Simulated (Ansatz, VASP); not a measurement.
# One calculation of BaS, two programs

File INCAR:

```
SYSTEM = BaS
PREC     = Accurate       ! precision mode
ENCUT    = 520            ! plane-wave cutoff, eV
EDIFF    = 1E-7           ! SCF threshold, eV
ISMEAR   = -1             ! smearing method
SIGMA    = 0.02           ! smearing width, eV
LREAL    = .FALSE.        ! projectors in reciprocal space
LASPH    = .TRUE.         ! aspherical terms in the spheres
NELM     = 60             ! most SCF steps
ALGO     = Normal         ! electronic algorithm
ISIF     = 2              ! what is computed and relaxed
LWAVE    = .FALSE.        ! write WAVECAR
LCHARG   = .TRUE.         ! write CHGCAR
GGA      = PE             ! functional
LELF     = .TRUE.         ! ELF
LVHAR    = .TRUE.       
NBANDS   = 24             ! bands
```

Contents of KPOINTS:

```
regular mesh
0
G
  6 6 4
  0 0 0
```

POSCAR

```
BaS
1.0
    5.3844481214      0.0000000000      0.0000000000
   -2.6922240607      4.6630688585      0.0000000000
    0.0000000000      0.0000000000      6.3816974437
Ba S
2 2
Direct
    0.3333333333      0.6666666667      0.2500000000
    0.6666666667      0.3333333333      0.7500000000
    0.6666666667      0.3333333333      0.2500000000
    0.3333333333      0.6666666667      0.7500000000
```

Input for Ansatz:

```yaml
crystal:
  lattice:
    - [5.3844481214, 0.0, 0.0]
    - [-2.6922240607, 4.6630688585, 0.0]
    - [0.0, 0.0, 6.3816974437]
  atoms:
    - { symbol: Ba, position: [0.3333333333, 0.6666666667, 0.25] }
    - { symbol: Ba, position: [0.6666666667, 0.3333333333, 0.75] }
    - { symbol: S, position: [0.6666666667, 0.3333333333, 0.25] }
    - { symbol: S, position: [0.3333333333, 0.6666666667, 0.75] }
kpoints:
  mp_grid: { grid: [6, 6, 4] }
  band_path:
    path:
      - [[0.0, 0.0, 0.0], [0.5, -8.356167007509e-18, 0.0], [0.3333333333333, 0.3333333333333, 0.0], [0.0, 0.0, 0.0], [0.0, 0.0, 0.5], [0.5, -8.356167007509e-18, 0.5], [0.3333333333333, 0.3333333333333, 0.5], [0.0, 0.0, 0.5]]
      - [[0.5, -8.356167007509e-18, 0.5], [0.5, -8.356167007509e-18, 0.0]]
      - [[0.3333333333333, 0.3333333333333, 0.5], [0.3333333333333, 0.3333333333333, 0.0]]
    npoints: 10
hamiltonian:
  xc: pbe
scf:
  occupations: { method: fermi_dirac, width: 0.02 }
  n_extra_bands: 5
output:
  forces: true
  stress: true
  eigenvalues: true
```

Alike in both runs: task single point; functional PBE; k mesh 6 × 6 × 4; occupations fermi-dirac, width 0.02 eV; no spin polarisation.

```csv
,VASP,Ansatz
version,VASP 6.6.1,Ansatz 0.2.0
potentials or method,"VASP PAW PBE potentials, release 64 (Ba_sv, S)","plane waves, PAW"
plane-wave cutoff (eV),520,420
valence electrons in the cell,32,32
```

|  | VASP | Ansatz | Ansatz less VASP |
| --- | --- | --- | --- |
| gap on the k mesh at the Fermi level (eV) | 2.47 | 2.56 | +0.091 |
| pressure (GPa) | 0.4 | 0.0 | -0.45 |
| traceless stress, the component that is largest in VASP (GPa) | 0.10 | 0.03 | -0.076 |

Neither program's run includes spin-orbit coupling.
